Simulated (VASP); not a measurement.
Wanted: the native input for a VASP 6.6.1 run.

| Property | Result |
| --- | --- |
| Task | single point |
| Functional | PBEsol |
| Potentials or basis | VASP PAW PBE potentials, release 64 (Zn, S) |
| Cutoff | 500 eV |
| k mesh | 6 × 6 × 4 |
| Occupations | fermi-dirac, width 0.03 eV |
| Spin | no spin polarisation |
| Dipole correction | no |
| Further INCAR settings | ALGO = Normal; EDIFF = 1e-06; NBANDS = 26 |

The structure of ZnS lies in POSCAR:

```
ZnS
1.0
    3.9466707857      0.0000000000      0.0000000000
   -1.9733353929      3.4179171608      0.0000000000
    0.0000000000      0.0000000000      5.6760858166
Zn S
2 2
Direct
    0.3333333333      0.6666666667      0.2500000000
    0.6666666667      0.3333333333      0.7500000000
    0.6666666667      0.3333333333      0.2500000000
    0.3333333333      0.6666666667      0.7500000000
```

These files were run (other wordings do the same):

INCAR

```
SYSTEM = ZnS
PREC = Accurate
ENCUT = 500
EDIFF = 1E-6
ISMEAR = -1
SIGMA = 0.03
LREAL = .False.
LASPH = .True.
NELM = 120
ALGO = Normal
ISIF = 2
LWAVE = .False.
LCHARG = .False.
GGA = PS
NBANDS = 26
GGA_COMPAT = .False.
```

KPOINTS

```
regular mesh
0
Gamma
  6 6 4
  0 0 0
```

Potentials or basis: VASP PAW PBE potentials, release 64 (Zn, S).

Run with:

```bash
$ cat potpaw_PBE.64/Zn/POTCAR potpaw_PBE.64/S/POTCAR > POTCAR
$ mpirun -np 1 vasp_std > vasp.out
```

Results of the run:

The pressure is 0.2 GPa. The band gap on the k mesh is 1.13 eV.

Caveat: the PAW data sets were made with another functional, which shifts forces and pressure a little.

Run time: 41 s on 1 thread of AMD EPYC 9R45 (Zen 5) (shared host), peak memory 0.16 GiB.
